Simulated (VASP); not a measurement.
# Mg (Fm-3m) in VASP: a series of runs

Runs on Mg. Level: PBE. Tasks: electric field gradients.

All numbers are computed with VASP 6.6.1; they aren't measurements. Logs are shortened: lines on timing, memory, paths and dates and some standing lists are left out, and cuts for length are marked.

## 1. The cell of the first run

It takes space group Fm-3m (No. 225, cubic). Conventional cell: a = 4.397 Å, b = 4.397 Å, c = 4.397 Å, α = 90.00°, β = 90.00°, γ = 90.00°. Mg (site symmetry m-3m) has 12 Mg at 3.11 Å within 4.1 Å.

## 2. Electric field gradients, PBE (volume scaled by 0.94)

Input file INCAR:

```
ALGO = Normal
EDIFF = 1E-8
ENCUT = 520
GGA = PE
ISIF = 2
ISMEAR = -1
LASPH = T
LCHARG = F
LEFG = T
LREAL = F
LWAVE = F
NBANDS = 7
NELM = 100
PREC = Accurate
SIGMA = 0.03
```

Input file KPOINTS:

```
k-points
0
Gamma
  16 16 16
```

Input file POSCAR:

```
Mg
1.0
    0.0000000000      2.1984420020      2.1984420020
    2.1984420020      0.0000000000      2.1984420020
    2.1984420020      2.1984420020      0.0000000000
Mg
1
Direct
    0.0000000000      0.0000000000      0.0000000000
```

Potentials or basis: VASP PAW PBE potentials, release 64 (Mg).

On the command line:

```sh
> cat potpaw_PBE.64/Mg/POTCAR > POTCAR
> mpirun -np 1 vasp_std > vasp.out
```

OUTCAR:

```text
EDIFF = 1E-8
   ENCUT = 520
   GGA = PE
   ISIF = 2
   ISMEAR = -1
   LASPH = T
   LREAL = F
   NELM = 100
   PREC = Accurate

 ion  position               nearest neighbor table
   1  0.000  0.000  0.000-

  LATTYP: Found a face centered cubic cell.
 ALAT       =     4.3968840040

  Lattice vectors:

 A1 = (   0.0000000000,   2.1984420020,   2.1984420020)
 A2 = (   2.1984420020,   0.0000000000,   2.1984420020)
 A3 = (   2.1984420020,   2.1984420020,   0.0000000000)

Analysis of symmetry for initial positions (statically):
=====================================================================
 Subroutine PRICEL returns:
 Original cell was already a primitive cell.

 Routine SETGRP: Setting up the symmetry group for a
 face centered cubic supercell.

 Subroutine GETGRP returns: Found 48 space group operations
 (whereof 48 operations were pure point group operations)
 out of a pool of 48 trial point group operations.

The static configuration has the point symmetry O_h .

Analysis of symmetry for dynamics (positions and initial velocities):
=====================================================================
 Subroutine PRICEL returns:
 Original cell was already a primitive cell.

 Routine SETGRP: Setting up the symmetry group for a
 face centered cubic supercell.

 Subroutine GETGRP returns: Found 48 space group operations
 (whereof 48 operations were pure point group operations)
 out of a pool of 48 trial point group operations.

The dynamic configuration has the point symmetry O_h .

 Subroutine INISYM returns: Found 48 space group operations
 (whereof 48 operations are pure point group operations),
 and found     1 'primitive' translations

----------------------------------------------------------------------------------------

                                     Primitive cell

  volume of cell :      21.2508

  direct lattice vectors                    reciprocal lattice vectors
     0.000000000  2.198442002  2.198442002    -0.227433792  0.227433792  0.227433792
     2.198442002  0.000000000  2.198442002     0.227433792 -0.227433792  0.227433792
     2.198442002  2.198442002  0.000000000     0.227433792  0.227433792 -0.227433792

  length of vectors
     3.109066495  3.109066495  3.109066495     0.393926882  0.393926882  0.393926882

  position of ions in fractional coordinates (direct lattice)
     0.000000000  0.000000000  0.000000000

  ion indices of the primitive-cell ions
   primitive index   ion index
                 1           1

----------------------------------------------------------------------------------------

 KPOINTS: k-points

Automatic generation of k-mesh.
 Grid dimensions read from file:
 generate k-points for:   16   16   16

 Generating k-lattice:

  Cartesian coordinates                     Fractional coordinates (reciprocal lattice)
    -0.014214612  0.014214612  0.014214612     0.062500000  0.000000000  0.000000000
     0.014214612 -0.014214612  0.014214612     0.000000000  0.062500000  0.000000000
     0.014214612  0.014214612 -0.014214612     0.000000000  0.000000000  0.062500000

  Length of vectors
     0.024620430  0.024620430  0.024620430

  Shift w.r.t. Gamma in fractional coordinates (k-lattice)
     0.000000000  0.000000000  0.000000000

 Subroutine IBZKPT returns following result:
 ===========================================

 Found    145 irreducible k-points:

 Following reciprocal coordinates:
            Coordinates               Weight
  0.000000  0.000000  0.000000      1.000000
  0.062500  0.000000  0.000000      8.000000
  0.125000  0.000000  0.000000      8.000000
  0.187500  0.000000  0.000000      8.000000
  0.250000  0.000000  0.000000      8.000000
  0.312500  0.000000  0.000000      8.000000
[... 16 lines left out ...]
 -0.125000  0.062500  0.000000     24.000000
 -0.062500  0.062500  0.000000     12.000000
 [... further k-points ...]
   k-points           NKPTS =    145   k-points in BZ     NKDIM =    145   number of bands    NBANDS=      7
   number of dos      NEDOS =    301   number of ions     NIONS =      1
   total plane-waves  NPLWV =  13824
   dimension x,y,z NGX =    24 NGY =   24 NGZ =   24
   dimension x,y,z NGXF=    48 NGYF=   48 NGZF=   48
   ions per type =               1
   NGX,Y,Z   is equivalent  to a cutoff of  12.83, 12.83, 12.83 a.u.
   NGXF,Y,Z  is equivalent  to a cutoff of  25.67, 25.67, 25.67 a.u.
 SYSTEM =  unknown system
   PREC   = accura    normal or accurate (medium, high low for compatibility)
   ISTART =      0    job   : 0-new  1-cont  2-samecut
   ICHARG =      2    charge: 1-file 2-atom 10-const
   ISPIN  =      1    spin polarized calculation?
   LNONCOLLINEAR =      F non collinear calculations
   LSORBIT =      F    spin-orbit coupling
   LASPH  =      T    aspherical Exc in radial PAW
   ENCUT  =  520.0 eV  38.22 Ry    6.18 a.u.   5.78  5.78  5.78*2*pi/ulx,y,z
   NELM   =    100;   NELMIN=  2; NELMDL= -5     # of ELM steps
   EDIFF  = 0.1E-07   stopping-criterion for ELM
   LREAL  =      F    real-space projection
   EDIFFG = 0.1E-06   stopping-criterion for IOM
   NSW    =      0    number of steps for IOM
   IBRION =     -1    ionic relax: 0-MD 1-quasi-New 2-CG
   NFREE  =      0    steps in history (QN), initial steepest desc. (CG)
   ISIF   =      2    stress and relaxation
   ISYM   =      2    0-nonsym 1-usesym 2-fastsym
   POTIM  = 0.5000    time-step for ionic-motion
   TEBEG  =    0.0;   TEEND  =   0.0 temperature during run
   PSTRESS=    0.0 pullay stress
   NELECT =       2.0000    total number of electrons
   NUPDOWN=      -1.0000    fix difference up-down
   EMIN   =  10.00;   EMAX   =-10.00  energy-range for DOS
   EFERMI =   0.00;   METHOD = LEGACY
   ISMEAR =    -1;   SIGMA  =   0.03  broadening in eV -4-tet -1-fermi 0-gaus
   EFERMI_NEDOS =   21; number of points for ismear=-14 and -15
   IALGO  =     38    algorithm
   IMIX   =      4    mixing-type and parameters
     AMIX     =   0.40;   BMIX     =  1.00
     AMIX_MAG =   1.60;   BMIX_MAG =  1.00
  volume/ion in A,a.u.               =      21.25       143.41
  Fermi-wavevector in a.u.,A,eV,Ry     =   0.744663  1.407209  7.544745  0.554523
  Thomas-Fermi vector in A             =   1.840068
   LORBIT       =      0    0 simple, 1 ext, 2 COOP (PROOUT), +10 PAW based schemes
   GGA     = PE    functional components
[... 5 lines left out ...]
 non-spin polarized calculation
  energy-cutoff  :      520.00
  volume of cell :       21.25
 maximum number of plane-waves:       588
   NGX = 11   NGY = 11   NGZ = 11

 number of electron       2.0000000 magnetization

 Free energy of the ion-electron system (eV)
  ---------------------------------------------------
  ext. energy  EPLUGINS =         0.00000000
  ---------------------------------------------------
  free energy    TOTEN  =        -1.47439920 eV

  energy without entropy =       -1.47228639  energy(sigma->0) =       -1.47334280

 E-fermi :   3.0206     XC(G=0):  -8.7339

 val. band max:        3.0129536686   @ k =  -0.3750   0.4375   0.1250
 cond. band min:       3.0330771791   @ k =  -0.3125   0.3750   0.1250
 fundamental gap:      0.0201235105
 Fermi energy:         3.0206024585

 k-point     1 :       0.0000    0.0000    0.0000
  band No.  band energies     occupation
      1      -4.2225      2.00000
      2      15.8849      0.00000
      3      15.8849      0.00000
      4      15.8849      0.00000
      5      18.2380      0.00000
      6      18.2380      0.00000
      7      18.2893      0.00000

 k-point     2 :       0.0625    0.0000    0.0000
  band No.  band energies     occupation
      1      -4.1310      2.00000
      2      14.4707      0.00000
      3      15.7029      0.00000
      4      15.7029      0.00000
      5      18.1305      0.00000
      6      18.5711      0.00000
      7      18.5711      0.00000

 k-point     3 :       0.1250    0.0000    0.0000
  band No.  band energies     occupation
      1      -3.8571      2.00000
      2      12.3461      0.00000
      3      15.3437      0.00000
      4      15.3437      0.00000
      5      17.8187      0.00000
      6      19.3809      0.00000
      7      19.3809      0.00000
[... 191 lines left out ...]
 k-point    23 :      -0.1250    0.0625    0.0000
  band No.  band energies     occupation
      1      -3.6446      2.00000
      2      11.6297      0.00000
      3      13.6869      0.00000
      4      16.1578      0.00000
      5      18.3529      0.00000
      6      18.7653      0.00000
      7      19.2008      0.00000

 k-point    24 :      -0.0625    0.0625    0.0000
  band No.  band energies     occupation
      1      -3.9787      2.00000
      2      13.4984      0.00000
      3      14.4191      0.00000
      4      16.1221      0.00000
      5      18.3922      0.00000
      6      18.4686      0.00000
      7      19.0957      0.00000

 [... further k-points ...]

------------------------ aborting loop because EDIFF is reached ----------------------------------------

  FORCE on cell =-STRESS in cart. coord.  units (eV):
  Direction    XX          YY          ZZ          XY          YZ          ZX
  --------------------------------------------------------------------------------------
  -------------------------------------------------------------------------------------
  Total        0.4528855      0.4528855      0.4528855     -0.0000000     -0.0000000     -0.0000000
  in kB       34.1447498     34.1447498     34.1447498     -0.0000000     -0.0000000     -0.0000000
  external PRESSURE =      34.1447498 kB  Pullay stress =       0.0000000 kB

 VOLUME and BASIS-vectors are now :
 -----------------------------------------------------------------------------
  energy-cutoff  :      520.00
  volume of cell :       21.25
      direct lattice vectors                 reciprocal lattice vectors
     0.000000000  2.198442002  2.198442002    -0.227433792  0.227433792  0.227433792
     2.198442002  0.000000000  2.198442002     0.227433792 -0.227433792  0.227433792
     2.198442002  2.198442002  0.000000000     0.227433792  0.227433792 -0.227433792

 POSITION                                       TOTAL-FORCE (eV/Angst)
 -----------------------------------------------------------------------------------
      0.00000      0.00000      0.00000         0.000000      0.000000      0.000000
 -----------------------------------------------------------------------------------
    total drift:                               -0.000000      0.000000      0.000000

  FREE ENERGIE OF THE ION-ELECTRON SYSTEM (eV)
  ---------------------------------------------------
  free  energy   TOTEN  =        -1.4743992043 eV

  energy  without entropy=       -1.4722863924  energy(sigma->0) =       -1.47334280

 Electric field gradients (V/A^2)
---------------------------------------------------------------------
 ion       V_xx      V_yy      V_zz      V_xy      V_xz      V_yz
---------------------------------------------------------------------
   1       0.000    -0.000    -0.000     0.000     0.000     0.000
---------------------------------------------------------------------

 Electric field gradients after diagonalization (V/A^2)
 (convention: |V_zz| > |V_xx| > |V_yy|)
----------------------------------------------------------------------
 ion       V_xx      V_yy      V_zz     asymmetry (V_yy - V_xx)/ V_zz
----------------------------------------------------------------------
   1      -0.000    -0.000     0.000       0.000
----------------------------------------------------------------------

           NMR quadrupolar parameters

 Cq : quadrupolar parameter    Cq=e*Q*V_zz/h
 eta: asymmetry parameters     (V_yy - V_xx)/ V_zz
 Q  : nuclear electric quadrupole moment in mb (millibarn)
----------------------------------------------------------------------
 ion       Cq(MHz)       eta       Q (mb)
----------------------------------------------------------------------
   1       0.000       0.000       1.000
----------------------------------------------------------------------
```

It took 5.6 s on 1 thread of Intel Xeon 6975P-C (Granite Rapids), shared host; peak memory 0.15 GiB.

Results:

| Item | Value |
| --- | --- |
| Free energy | -1.4744 eV |
| Pressure | 3.4 GPa |
| Band gap on the k mesh | zero (band 1 reaches 4.53 eV, above the bottom of band 2 at 1.76 eV) |

Caveat: without QUAD_EFG the Cq values of the log hold for a quadrupole moment of 1 mb, not for the nuclei.

## 3. Electric field gradients, PBE (volume scaled by 0.9405)

Input file INCAR:

```
PREC     = Accurate       # precision mode
ENCUT    = 520            # plane-wave cutoff, eV
EDIFF    = 1E-8           # SCF threshold, eV
ISMEAR   = -1             # smearing method
SIGMA    = 0.03           # smearing width, eV
LREAL    = False          # projectors in reciprocal space
LASPH    = True           # aspherical terms in the spheres
NELM     = 80             # most SCF steps
ALGO     = Normal         # electronic algorithm
ISIF     = 2              # what is computed and relaxed
LWAVE    = False          # write WAVECAR
LCHARG   = False          # write CHGCAR
GGA      = PE             # functional
LEFG     = True         
NBANDS   = 7              # bands
```

Input file KPOINTS:

```
regular mesh
0
Gamma
  16 16 16
```

Input file POSCAR:

```
Mg
1.0
    0.0000000000      2.1988317276      2.1988317276
    2.1988317276      0.0000000000      2.1988317276
    2.1988317276      2.1988317276      0.0000000000
Mg
1
Direct
    0.0000000000      0.0000000000      0.0000000000
```

Potentials or basis: VASP PAW PBE potentials, release 64 (Mg).

On the command line:

```sh
> cat potpaw_PBE.64/Mg/POTCAR > POTCAR
> mpirun -np 1 vasp_std > vasp.out
```

OUTCAR:

```text
PREC = Accurate
   ENCUT = 520
   EDIFF = 1E-8
   ISMEAR = -1
   LREAL = False
   LASPH = True
   NELM = 80
   ISIF = 2
   GGA = PE

 ion  position               nearest neighbor table
   1  0.000  0.000  0.000-

  LATTYP: Found a face centered cubic cell.
 ALAT       =     4.3976634552

  Lattice vectors:

 A1 = (   0.0000000000,   2.1988317276,   2.1988317276)
 A2 = (   2.1988317276,   0.0000000000,   2.1988317276)
[... 445 lines left out ...]
    total drift:                                0.000000      0.000000     -0.000000

  FREE ENERGIE OF THE ION-ELECTRON SYSTEM (eV)
  ---------------------------------------------------
  free  energy   TOTEN  =        -1.4746392269 eV

  energy  without entropy=       -1.4725277861  energy(sigma->0) =       -1.47358351

 Electric field gradients (V/A^2)
---------------------------------------------------------------------
 ion       V_xx      V_yy      V_zz      V_xy      V_xz      V_yz
---------------------------------------------------------------------
   1      -0.000    -0.000    -0.000     0.000     0.000     0.000
---------------------------------------------------------------------

 Electric field gradients after diagonalization (V/A^2)
 (convention: |V_zz| > |V_xx| > |V_yy|)
----------------------------------------------------------------------
 ion       V_xx      V_yy      V_zz     asymmetry (V_yy - V_xx)/ V_zz
----------------------------------------------------------------------
   1      -0.000    -0.000     0.000       0.000
----------------------------------------------------------------------

           NMR quadrupolar parameters

 Cq : quadrupolar parameter    Cq=e*Q*V_zz/h
 eta: asymmetry parameters     (V_yy - V_xx)/ V_zz
 Q  : nuclear electric quadrupole moment in mb (millibarn)
----------------------------------------------------------------------
 ion       Cq(MHz)       eta       Q (mb)
----------------------------------------------------------------------
   1       0.000       0.000       1.000
----------------------------------------------------------------------
```

OSZICAR:

```text
N       E                     dE             d eps       ncg     rms          rms(c)
DAV:   1    -0.817220631992E+00   -0.81722E+00   -0.80472E+02  2254   0.198E+02
DAV:   2    -0.147949367903E+01   -0.66227E+00   -0.64887E+00  2695   0.115E+01
DAV:   3    -0.148234950088E+01   -0.28558E-02   -0.28525E-02  2737   0.837E-01
DAV:   4    -0.148235274493E+01   -0.32441E-05   -0.32443E-05  2989   0.201E-02
DAV:   5    -0.148235274809E+01   -0.31609E-08   -0.31611E-08  2779   0.450E-04    0.645E-01
DAV:   6    -0.147852122711E+01    0.38315E-02   -0.33576E-04  2485   0.110E-01    0.411E-01
DAV:   7    -0.147463624701E+01    0.38850E-02   -0.13577E-03  2492   0.190E-01    0.229E-02
DAV:   8    -0.147463959968E+01   -0.33527E-05   -0.80080E-06  3101   0.162E-02    0.475E-03
DAV:   9    -0.147463935957E+01    0.24011E-06   -0.54342E-07  2695   0.305E-03    0.607E-04
DAV:  10    -0.147463922923E+01    0.13034E-06   -0.58525E-09  2898   0.383E-04    0.426E-05
DAV:  11    -0.147463922687E+01    0.23646E-08   -0.13721E-11  1694   0.239E-05
   1 F= -.14746392E+01 E0= -.14735835E+01  d E =-.211144E-02
```

Run time: 5.4 s. Hardware: 1 thread of Intel Xeon 6975P-C (Granite Rapids), shared host; peak memory 0.15 GiB.

What came out:

```
Free energy            : -1.4746 eV
Pressure               : 3.4 GPa
Band gap on the k mesh : zero (band 1 reaches 4.52 eV, above the bottom of band 2 at 1.75 eV)
```

Caveat: without QUAD_EFG the Cq values of the log hold for a quadrupole moment of 1 mb, not for the nuclei.
